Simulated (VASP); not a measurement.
The system is LiF.

```
Li F
1.0
     2.51626    0.05423    0.00000
     0.05423    2.51626    0.00000
     0.00000    0.00000    2.51626
Li F
1 1
Direct
  0.00000 0.00000 0.00000
  0.50000 0.50000 0.50000
```

This cell differs from its parent crystal: shear xy strain +4.3%.

Base run:

* Program: VASP 6.6.1
* Functional: PBE
* Potentials or basis: VASP PAW PBE potentials, release 64 (Li_sv, F)
* Cutoff: 520 eV
* k mesh: 10 × 10 × 10
* Occupations: fermi-dirac, width 0.02 eV
* Spin: no spin polarisation

Its results: band gap on the k mesh 7.96 eV, indirect (least direct gap 8.58 eV).

**Question.** The run is repeated on the same cell with these changes: functional from PBE to r2SCAN; occupations from fermi-dirac, width 0.02 eV to gaussian, width 0.01 eV. What comes out?

**Answer.** Band gap on the k mesh 9.13 eV, indirect (least direct gap 9.77 eV).

A k mesh can miss the band edges.
